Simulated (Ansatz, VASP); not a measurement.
**Two plane-wave programs on GaN**

```
Ga N
1.0
     0.00000    2.14083    2.30984
     2.14083    0.00000    2.30984
     2.14083    2.14083    0.00000
Ga N
1 1
Cartesian
  0.0000 0.0000 0.0000
  3.2112 3.2112 3.4648
```

Change from the starting cell: strain -0.050 along x and y, +0.025 along z, atoms carried along.

Alike in both runs: task single point; functional r2SCAN; k mesh 10 × 10 × 10; occupations gaussian, width 0.05 eV; no spin polarisation.

```csv
,VASP,Ansatz
version,VASP 6.6.1,Ansatz 0.2.0
potentials or method,"VASP PAW PBE potentials, release 64 (Ga_d, N), cutoff 520 eV","scalar-relativistic, plane waves, PAW"
valence electrons in the cell,18,18
```

```tsv
	VASP	Ansatz	Ansatz less VASP
gap on the k mesh at the Fermi level (eV)	2.48	2.49	+0.012
least direct gap on the mesh (eV)	2.48	2.49	+0.012
pressure (GPa)	17.2	15.9	-1.27
traceless stress, the component that is largest in VASP (GPa)	-7.47	-7.69	-0.222
```

VASP's potentials were made for PBE, not for r2SCAN.
